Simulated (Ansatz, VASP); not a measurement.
## One calculation of Ti3Al, two programs

```
Ti Al
1.0
     2.81910    0.00000    0.00000
    -1.40955    2.44141    0.00000
     0.00000    0.00000    9.43834
Ti Al
3 1
Direct
  0.66667 0.33333 0.00000
  0.33333 0.66667 0.75046
  0.33333 0.66667 0.24954
  0.66667 0.33333 0.50000
```

Alike in both runs: task single point; functional PBE; k mesh 18 × 18 × 6; occupations gaussian, width 0.15 eV; no spin polarisation.

```csv
,VASP,Ansatz
version,VASP 6.6.1,Ansatz 0.2.0
potentials or method,"VASP PAW PBE potentials, release 64 (Ti_sv, Al), cutoff 520 eV","scalar-relativistic, plane waves, PAW"
valence electrons in the cell,39,39
```

Ansatz gave:

```
gap on the k mesh at the Fermi level (eV)                     : none
pressure (GPa)                                                : 6.3
traceless stress, the component that is largest in VASP (GPa) : -5.86
rms of the force components (eV/Å)                            : 0.088
```

Problem. Which values does VASP return?

Solution. gap on the k mesh at the Fermi level (eV): none; pressure (GPa): 6.1; traceless stress, the component that is largest in VASP (GPa): -5.82; rms of the force components (eV/Å): 0.083.

Atom by atom the forces differ by 0.004 eV/Å (rms over components). A gap of «none» marks a metal or a gap that the smearing closes. The functional is the same, so the differences come from potentials, cutoffs and numerics.
